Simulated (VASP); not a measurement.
Here is a VASP 6.6.1 calculation.

The input INCAR:

```
ALGO     = Normal         # electronic algorithm
EDIFF    = 1E-6           # SCF threshold, eV
ENCUT    = 500            # plane-wave cutoff, eV
GGA      = RP             # functional
GGA_COMPAT= False        
ISIF     = 2              # what is computed and relaxed
ISMEAR   = 0              # smearing method
LASPH    = True           # aspherical terms in the spheres
LCHARG   = False          # write CHGCAR
LREAL    = False          # projectors in reciprocal space
LWAVE    = False          # write WAVECAR
NBANDS   = 11             # bands
NELM     = 120            # most SCF steps
PREC     = Accurate       # precision mode
SIGMA    = 0.1            # smearing width, eV
```

The input KPOINTS:

```
k-points
0
Gamma
  8 8 8
```

POSCAR

```
Pt
1.0
    0.0000000000      1.9609000000      1.9609000000
    1.9609000000      0.0000000000      1.9609000000
    1.9609000000      1.9609000000      0.0000000000
Pt
1
Direct
    0.0000000000      0.0000000000      0.0000000000
```

Potentials or basis: VASP PAW PBE potentials, release 64 (Pt).

Launch:

```console
$ cat potpaw_PBE.64/Pt/POTCAR > POTCAR
$ mpirun -np 1 vasp_std > vasp.out
```

**Question.** Predict the pressure.

**Answer.** 13.1 GPa.

**Question.** What does it give for the band gap on the k mesh?

**Answer.** Zero (band 5 reaches 11.80 eV, above the bottom of band 6 at 9.58 eV).

Caveat: the PAW data sets were made with another functional, which shifts forces and pressure a little; spin-orbit coupling is left out, which moves the levels of the heavy elements.
